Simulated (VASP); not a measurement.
# Ge (P6_3/mmc) in VASP: a series of runs

Runs on Ge. Level: PBEsol. Tasks: single point.

Everything below comes from runs of VASP 6.6.1. Logs are shortened: lines on timing, memory, paths and dates and some standing lists are left out, and cuts for length are marked.

### 1 The cell of the first run

Symmetry: P6_3/mmc, No. 194, hexagonal system. The conventional cell has a = 3.998 Å, b = 3.998 Å, c = 6.599 Å, α = 90.00°, β = 90.00°, γ = 120.00°. Ge (site symmetry 3m) has 4 Ge at 2.45 to 2.47 Å within 3.2 Å.

### 2 Single point, PBEsol

Contents of INCAR:

```
  PREC = Accurate
  ENCUT = 520
  EDIFF = 1E-6
  ISMEAR = -1
  SIGMA = 0.1
  LREAL = False
  LASPH = True
  NELM = 60
  ALGO = Normal
  ISIF = 2
  LWAVE = False
  LCHARG = False
  GGA = PS
  NBANDS = 36
```

Contents of KPOINTS:

```
regular mesh
0
Gamma
  7 7 4
```

Contents of POSCAR:

```
Ge
1.0
    3.9975860000      0.0000000000      0.0000000000
   -1.9987930000      3.4620110000      0.0000000000
    0.0000000000      0.0000000000      6.5993780000
Ge
4
Direct
    0.6666666667      0.3333333333      0.0629010000
    0.3333333333      0.6666666667      0.5629010000
    0.6666666667      0.3333333333      0.4370990000
    0.3333333333      0.6666666667      0.9370990000
```

Potentials or basis: VASP PAW PBE potentials, release 64 (Ge_d).

Started as:

```bash
cat potpaw_PBE.64/Ge_d/POTCAR > POTCAR
mpirun -np 1 vasp_std > vasp.out
```

OUTCAR:

```text
PREC = Accurate
   ENCUT = 520
   EDIFF = 1E-6
   ISMEAR = -1
   LREAL = False
   LASPH = True
   NELM = 60
   ISIF = 2
   GGA = PS

 ion  position               nearest neighbor table
   1  0.667  0.333  0.063-   4 2.45   4 2.45   4 2.45   3 2.47
   2  0.333  0.667  0.563-   3 2.45   3 2.45   3 2.45   4 2.47
   3  0.667  0.333  0.437-   2 2.45   2 2.45   2 2.45   1 2.47
   4  0.333  0.667  0.937-   1 2.45   1 2.45   1 2.45   2 2.47

  LATTYP: Found a hexagonal cell.
 ALAT       =     3.9975860000
 C/A-ratio  =     1.6508407824

  Lattice vectors:

 A1 = (   3.9975860000,   0.0000000000,   0.0000000000)
 A2 = (  -1.9987930000,   3.4620110000,   0.0000000000)
 A3 = (   0.0000000000,   0.0000000000,   6.5993780000)

Analysis of symmetry for initial positions (statically):
=====================================================================
 Subroutine PRICEL returns:
 Original cell was already a primitive cell.

 Routine SETGRP: Setting up the symmetry group for a
 hexagonal supercell.

 Subroutine GETGRP returns: Found 24 space group operations
 (whereof 12 operations were pure point group operations)
 out of a pool of 24 trial point group operations.

The static configuration has the point symmetry D_3d.
 The point group associated with its full space group is D_6h.

Analysis of symmetry for dynamics (positions and initial velocities):
=====================================================================
 Subroutine PRICEL returns:
 Original cell was already a primitive cell.

 Routine SETGRP: Setting up the symmetry group for a
 hexagonal supercell.

 Subroutine GETGRP returns: Found 24 space group operations
 (whereof 12 operations were pure point group operations)
 out of a pool of 24 trial point group operations.

The dynamic configuration has the point symmetry D_3d.
 The point group associated with its full space group is D_6h.

 Subroutine INISYM returns: Found 24 space group operations
 (whereof 12 operations are pure point group operations),
 and found     1 'primitive' translations

----------------------------------------------------------------------------------------

                                     Primitive cell

  volume of cell :      91.3333

  direct lattice vectors                    reciprocal lattice vectors
     3.997586000  0.000000000  0.000000000     0.250150966  0.144424729  0.000000000
    -1.998793000  3.462011000  0.000000000     0.000000000  0.288849458  0.000000000
     0.000000000  0.000000000  6.599378000     0.000000000  0.000000000  0.151529432

  length of vectors
     3.997586000  3.997585974  6.599378000     0.288849456  0.288849458  0.151529432

  position of ions in fractional coordinates (direct lattice)
     0.666666667  0.333333333  0.062901000
     0.333333333  0.666666667  0.562901000
     0.666666667  0.333333333  0.437099000
     0.333333333  0.666666667  0.937099000

  ion indices of the primitive-cell ions
   primitive index   ion index
                 1           1
                 2           2
                 3           3
                 4           4

----------------------------------------------------------------------------------------

 KPOINTS: regular mesh

Automatic generation of k-mesh.
 Grid dimensions read from file:
 generate k-points for:    7    7    4

 Generating k-lattice:

  Cartesian coordinates                     Fractional coordinates (reciprocal lattice)
     0.035735852  0.020632104  0.000000000     0.142857143  0.000000000  0.000000000
     0.000000000  0.041264208  0.000000000     0.000000000  0.142857143  0.000000000
     0.000000000  0.000000000  0.037882358     0.000000000  0.000000000  0.250000000

  Length of vectors
     0.041264208  0.041264208  0.037882358

  Shift w.r.t. Gamma in fractional coordinates (k-lattice)
     0.000000000  0.000000000  0.000000000

 Subroutine IBZKPT returns following result:
 ===========================================

 Found     24 irreducible k-points:

 Following reciprocal coordinates:
            Coordinates               Weight
  0.000000  0.000000  0.000000      1.000000
  0.142857 -0.000000  0.000000      6.000000
  0.285714 -0.000000  0.000000      6.000000
  0.428571 -0.000000  0.000000      6.000000
  0.142857  0.142857  0.000000      6.000000
  0.285714  0.142857  0.000000     12.000000
[... 16 lines left out ...]
  0.428571  0.142857  0.500000      6.000000
  0.285714  0.285714  0.500000      6.000000
   k-points           NKPTS =     24   k-points in BZ     NKDIM =     24   number of bands    NBANDS=     36
   number of dos      NEDOS =    301   number of ions     NIONS =      4
   total plane-waves  NPLWV =  45000
   dimension x,y,z NGX =    30 NGY =   30 NGZ =   50
   dimension x,y,z NGXF=    60 NGYF=   60 NGZF=  100
   ions per type =               4
   NGX,Y,Z   is equivalent  to a cutoff of  12.48, 12.48, 12.60 a.u.
   NGXF,Y,Z  is equivalent  to a cutoff of  24.95, 24.95, 25.19 a.u.
 SYSTEM =  unknown system
   PREC   = accura    normal or accurate (medium, high low for compatibility)
   ISTART =      0    job   : 0-new  1-cont  2-samecut
   ICHARG =      2    charge: 1-file 2-atom 10-const
   ISPIN  =      1    spin polarized calculation?
   LNONCOLLINEAR =      F non collinear calculations
   LSORBIT =      F    spin-orbit coupling
   LASPH  =      T    aspherical Exc in radial PAW
   ENCUT  =  520.0 eV  38.22 Ry    6.18 a.u.   7.43  7.43 12.27*2*pi/ulx,y,z
   NELM   =     60;   NELMIN=  2; NELMDL= -5     # of ELM steps
   EDIFF  = 0.1E-05   stopping-criterion for ELM
   LREAL  =      F    real-space projection
   EDIFFG = 0.1E-04   stopping-criterion for IOM
   NSW    =      0    number of steps for IOM
   IBRION =     -1    ionic relax: 0-MD 1-quasi-New 2-CG
   NFREE  =      0    steps in history (QN), initial steepest desc. (CG)
   ISIF   =      2    stress and relaxation
   ISYM   =      2    0-nonsym 1-usesym 2-fastsym
   POTIM  = 0.5000    time-step for ionic-motion
   TEBEG  =    0.0;   TEEND  =   0.0 temperature during run
   PSTRESS=    0.0 pullay stress
   NELECT =      56.0000    total number of electrons
   NUPDOWN=      -1.0000    fix difference up-down
   EMIN   =  10.00;   EMAX   =-10.00  energy-range for DOS
   EFERMI =   0.00;   METHOD = LEGACY
   ISMEAR =    -1;   SIGMA  =   0.10  broadening in eV -4-tet -1-fermi 0-gaus
   EFERMI_NEDOS =   21; number of points for ismear=-14 and -15
   IALGO  =     38    algorithm
   IMIX   =      4    mixing-type and parameters
     AMIX     =   0.40;   BMIX     =  1.00
     AMIX_MAG =   1.60;   BMIX_MAG =  1.00
  volume/ion in A,a.u.               =      22.83       154.09
  Fermi-wavevector in a.u.,A,eV,Ry     =   1.390788  2.628209 26.317649  1.934293
  Thomas-Fermi vector in A             =   2.514690
   LORBIT       =      0    0 simple, 1 ext, 2 COOP (PROOUT), +10 PAW based schemes
   GGA     = PS    functional components
   LHFCALC =     F    Hartree Fock is set to
   AEXX    =    0.0000 exact exchange contribution
   IVDW    =     0    specifies the selected vdW correction
   LEPSILON=     F    determine dielectric tensor
   LRPA    =     F    only Hartree local field effects (RPA)
 non-spin polarized calculation
  energy-cutoff  :      520.00
  volume of cell :       91.33
 maximum number of plane-waves:      2491
 NGX is ok and might be reduce to    30
   NGX = 15   NGY = 15   NGZ = 25

 number of electron      56.0000053 magnetization

 Free energy of the ion-electron system (eV)
  ---------------------------------------------------
  ext. energy  EPLUGINS =         0.00000000
  ---------------------------------------------------
  free energy    TOTEN  =       -19.67033520 eV

  energy without entropy =      -19.66128889  energy(sigma->0) =      -19.66581204

 E-fermi :   4.8252     XC(G=0): -10.0824

 val. band max:        4.7905234898   @ k =   0.0000   0.0000   0.0000
 cond. band min:       4.8950818777   @ k =   0.0000   0.0000   0.2500
 fundamental gap:      0.1045583879
 Fermi energy:         4.8252382531

 k-point     1 :       0.0000    0.0000    0.0000
  band No.  band energies     occupation
      1     -20.0104      2.00000
      2     -20.0104      2.00000
      3     -19.9723      2.00000
      4     -19.9720      2.00000
      5     -19.9720      2.00000
      6     -19.9592      2.00000
[... 28 lines left out ...]
     35       9.3676      0.00000
     36      10.7747      0.00000

 k-point     2 :       0.1429   -0.0000    0.0000
  band No.  band energies     occupation
      1     -20.0211      2.00000
      2     -20.0140      2.00000
      3     -19.9831      2.00000
      4     -19.9784      2.00000
      5     -19.9716      2.00000
      6     -19.9466      2.00000
[... 28 lines left out ...]
     35      10.2175      0.00000
     36      10.7477      0.00000

 k-point     3 :       0.2857   -0.0000    0.0000
  band No.  band energies     occupation
      1     -20.0297      2.00000
      2     -20.0185      2.00000
      3     -19.9988      2.00000
      4     -19.9878      2.00000
      5     -19.9647      2.00000
      6     -19.9346      2.00000
[... 28 lines left out ...]
     35      11.6516      0.00000
     36      11.7246      0.00000
[... 742 lines left out ...]
 k-point    23 :       0.4286    0.1429    0.5000
  band No.  band energies     occupation
      1     -20.0171      2.00000
      2     -20.0171      2.00000
      3     -20.0029      2.00000
      4     -20.0029      2.00000
      5     -19.9419      2.00000
      6     -19.9419      2.00000
[... 28 lines left out ...]
     35      12.7931      0.00000
     36      12.7931      0.00000

 k-point    24 :       0.2857    0.2857    0.5000
  band No.  band energies     occupation
      1     -20.0241      2.00000
      2     -20.0241      2.00000
      3     -20.0030      2.00000
      4     -20.0030      2.00000
      5     -19.9385      2.00000
      6     -19.9385      2.00000
[... 28 lines left out ...]
     35      10.8529      0.00000
     36      10.8529      0.00000

------------------------ aborting loop because EDIFF is reached ----------------------------------------

  FORCE on cell =-STRESS in cart. coord.  units (eV):
  Direction    XX          YY          ZZ          XY          YZ          ZX
  --------------------------------------------------------------------------------------
  -------------------------------------------------------------------------------------
  Total        0.0232719      0.0232719     -0.2476093      0.0000000     -0.0000000      0.0000000
  in kB        0.4082373      0.4082373     -4.3435846      0.0000000     -0.0000000      0.0000000
  external PRESSURE =      -1.1757033 kB  Pullay stress =       0.0000000 kB

 VOLUME and BASIS-vectors are now :
 -----------------------------------------------------------------------------
  energy-cutoff  :      520.00
  volume of cell :       91.33
      direct lattice vectors                 reciprocal lattice vectors
     3.997586000  0.000000000  0.000000000     0.250150966  0.144424729  0.000000000
    -1.998793000  3.462011000  0.000000000     0.000000000  0.288849458  0.000000000
     0.000000000  0.000000000  6.599378000     0.000000000  0.000000000  0.151529432

 POSITION                                       TOTAL-FORCE (eV/Angst)
 -----------------------------------------------------------------------------------
      1.99879      1.15400      0.41511        -0.000000     -0.000000      0.001472
     -0.00000      2.30801      3.71480         0.000000     -0.000000      0.001472
      1.99879      1.15400      2.88458        -0.000000     -0.000000     -0.001472
     -0.00000      2.30801      6.18427         0.000000      0.000000     -0.001472
 -----------------------------------------------------------------------------------
    total drift:                                0.000000     -0.000000      0.000000

  FREE ENERGIE OF THE ION-ELECTRON SYSTEM (eV)
  ---------------------------------------------------
  free  energy   TOTEN  =       -19.6703351981 eV

  energy  without entropy=      -19.6612888860  energy(sigma->0) =      -19.66581204
```

Run time: 27 s. Hardware: 1 thread of Intel Xeon 6975P-C (Granite Rapids), shared host; peak memory 0.22 GiB.

What came out:

```yaml
Free_energy: -19.6703 eV
Pressure: -0.1 GPa
Band_gap_on_the_k_mesh: 0.10 eV, indirect (least direct gap 0.16 eV)
```

Stress tensor (GPa, compression positive):
```
 0.04  0.00  0.00
 0.00  0.04  0.00
 0.00  0.00 -0.43
```

Levels at points of the mesh, in eV from the valence-band top:
```csv
k point,band 26,band 27,band 28,band 29,band 30,band 31
"(0.00, 0.00, 0.00)",-0.12,-0.10,0.00,0.16,0.16,2.28
"(0.00, 0.00, 0.50)",-0.82,-0.82,-0.82,0.68,0.68,3.39
```

Caveat: the PAW data sets were made with another functional, which shifts forces and pressure a little. A k mesh can miss the band edges.

### 3 Single point, PBEsol

This run uses another cell than the first one, of 23.44 Å³/atom, 1.027 times its volume.

Contents of INCAR:

```
  PREC = Accurate
  ENCUT = 520
  EDIFF = 1E-7
  ISMEAR = -1
  SIGMA = 0.1
  LREAL = False
  LASPH = True
  NELM = 60
  ALGO = Normal
  ISIF = 2
  LWAVE = False
  LCHARG = True
  GGA = PS
  LELF = True
  LVHAR = True
  NBANDS = 36
```

Contents of KPOINTS:

```
Automatic mesh
0
Gamma
  7 7 4
```

Contents of POSCAR:

```
Ge
1.0
    4.0328088369      0.0000000000      0.0000000000
   -2.0164044185      3.4925148713      0.0000000000
    0.0000000000      0.0000000000      6.6575252957
Ge
4
Direct
    0.6666666667      0.3333333333      0.0629010000
    0.3333333333      0.6666666667      0.5629010000
    0.6666666667      0.3333333333      0.4370990000
    0.3333333333      0.6666666667      0.9370990000
```

Potentials or basis: VASP PAW PBE potentials, release 64 (Ge_d).

Started as:

```bash
cat potpaw_PBE.64/Ge_d/POTCAR > POTCAR
mpirun -np 1 vasp_std > vasp.out
```

It took 32 s on 1 thread of Intel Xeon 6975P-C (Granite Rapids), shared host; peak memory 0.22 GiB.

Results (log left out):

```
Free energy            : -19.6572 eV
Pressure               : -1.7 GPa
Largest force          : 0.007 eV/Å
Band gap on the k mesh : 0.15 eV, indirect (least direct gap 0.23 eV)
```

Forces in eV/Å, atoms in the order of the input:
```
Ge   0.000  0.000 -0.007
Ge   0.000  0.000 -0.007
Ge   0.000  0.000  0.007
Ge   0.000  0.000  0.007
```

Stress tensor (GPa, compression positive):
```
-1.54  0.00  0.00
 0.00 -1.54  0.00
 0.00  0.00 -2.02
```

Levels at points of the mesh, in eV from the valence-band top:
| k point | band 24 | band 25 | band 26 | band 27 | band 28 | band 29 | band 30 | band 31 | band 32 | band 33 |
| --- | --- | --- | --- | --- | --- | --- | --- | --- | --- | --- |
| (0.00, 0.00, 0.00) | -1.29 | -1.29 | -0.13 | -0.05 | 0.00 | 0.27 | 0.27 | 2.40 | 2.40 | 2.86 |
| (0.00, 0.00, 0.50) | -4.64 | -0.68 | -0.68 | -0.68 | -0.68 | 0.71 | 0.71 | 3.48 | 3.48 | 3.48 |

Caveat: the PAW data sets were made with another functional, which shifts forces and pressure a little. A k mesh can miss the band edges.

(Part 1 of 2 ends here.)
